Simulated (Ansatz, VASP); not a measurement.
WSe in VASP and in Ansatz

File POSCAR:

```
WSe
1.0
    3.5370995249      0.0000000000      0.0000000000
    0.0000000000      3.5370995249      0.0000000000
    0.0000000000      0.0000000000      3.5370995249
W Se
1 1
Direct
    0.0000000000      0.0000000000      0.0000000000
    0.5000000000      0.5000000000      0.5000000000
```

The input INCAR.step1:

```
PREC     = Accurate       # precision mode
ENCUT    = 520            # plane-wave cutoff, eV
ISMEAR   = 0              # smearing method
SIGMA    = 0.1            # smearing width, eV
LREAL    = False          # projectors in reciprocal space
LASPH    = True           # aspherical terms in the spheres
NELM     = 150            # most SCF steps
LMAXMIX  = 4              # l up to which the mixer works
LDAU     = True           # DFT+U
LDAUTYPE = 2            
LDAUL    = 2 -1           # shell
LDAUU    = 6.2 0          # U, eV
LDAUJ    = 0 0          
NBANDS   = 17             # bands
GGA      = PE             # functional
ALGO     = Normal         # electronic algorithm
EDIFF    = 1E-4           # SCF threshold, eV
LWAVE    = True           # write WAVECAR
LCHARG   = False          # write CHGCAR
```

The input INCAR.step2:

```
PREC     = Accurate       # precision mode
ENCUT    = 520            # plane-wave cutoff, eV
EDIFF    = 1E-6           # SCF threshold, eV
ISMEAR   = 0              # smearing method
SIGMA    = 0.1            # smearing width, eV
LREAL    = False          # projectors in reciprocal space
LASPH    = True           # aspherical terms in the spheres
NELM     = 150            # most SCF steps
ALGO     = Normal         # electronic algorithm
ISIF     = 2              # what is computed and relaxed
LWAVE    = False          # write WAVECAR
LCHARG   = False          # write CHGCAR
LMAXMIX  = 4              # l up to which the mixer works
LDAU     = True           # DFT+U
LDAUTYPE = 2            
LDAUL    = 2 -1           # shell
LDAUU    = 6.2 0          # U, eV
LDAUJ    = 0 0          
LDAUPRINT= 1            
METAGGA  = R2SCAN         # meta-GGA
LMIXTAU  = True         
NBANDS   = 17             # bands
ISTART   = 1
```

KPOINTS

```
Automatic mesh
0
Gamma
  12 12 12
```

Input for Ansatz:

```yaml
crystal:
  lattice:
    - [3.5370995249, 0.0, 0.0]
    - [0.0, 3.5370995249, 0.0]
    - [0.0, 0.0, 3.5370995249]
  atoms:
    - { symbol: W, position: [0.0, 0.0, 0.0] }
    - { symbol: Se, position: [0.5, 0.5, 0.5] }
basis:
  ecutwfc: 500
kpoints:
  mp_grid: { grid: [12, 12, 12] }
hamiltonian:
  xc: r2scan
  hubbard: { sites: [{ species: W, l: d, u_eff: 6.2 }] }
scf:
  occupations: { method: gaussian, width: 0.1 }
output:
  forces: true
  stress: true
  eigenvalues: true
```

Alike in both runs: task single point; functional r2SCAN; k mesh 12 × 12 × 12; occupations gaussian, width 0.1 eV; no spin polarisation; Hubbard terms W d U = 6.2 eV.

|  | VASP | Ansatz |
| --- | --- | --- |
| version | VASP 6.6.1 | Ansatz 0.2.0 |
| potentials or method | VASP PAW PBE potentials, release 64 (W_sv, Se), cutoff 520 eV | scalar-relativistic, plane waves, PAW |
| valence electrons in the cell | 20 | 30 |

VASP gave:

```
pressure (GPa) : -12.7
```

Problem. Which values does Ansatz return?

Solution. Pressure (GPa): -8.4.

VASP's potentials were made for PBE, not for r2SCAN. The programs project onto different local orbitals, so the same U acts differently, and such runs can settle in different states. VASP's potentials hold 20 valence electrons a cell and Ansatz's 30, so a difference there can come from the potentials and not from the codes. Ansatz's warnings: negative dielectric reading.

Neither program's run includes spin-orbit coupling.
